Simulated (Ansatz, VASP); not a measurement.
# Se: VASP beside Ansatz

```xyz
2
Lattice="3.8314 0.0000 0.0000 -1.9157 3.3181 0.0000 0.0000 0.0000 3.8945" Properties=species:S:1:pos:R:3 pbc="T T T"
Se    0.0000    2.2121    0.9736
Se    1.9157    1.1060    2.9209
```

Alike in both runs: functional BLYP; k mesh 12 × 12 × 6; occupations fermi-dirac, width 0.1 eV; no spin polarisation.

Ansatz relaxed the structure, and its values are those at the end. VASP's run is a single point on that final structure, the one shown.

|  | VASP | Ansatz |
| --- | --- | --- |
| version | VASP 6.6.1 | Ansatz 0.2.0 |
| potentials or method | VASP PAW PBE potentials, release 64 (Se), cutoff 520 eV | plane waves (420 eV) with PAW, scalar-relativistic |
| valence electrons in the cell | 12 | 32 |

```csv
,VASP,Ansatz,Ansatz less VASP
pressure (GPa),0.2,0.0,-0.14
```

VASP's potentials were made for PBE, not for BLYP. VASP's potentials hold 12 valence electrons a cell and Ansatz's 32, so a difference there can come from the potentials and not from the codes.
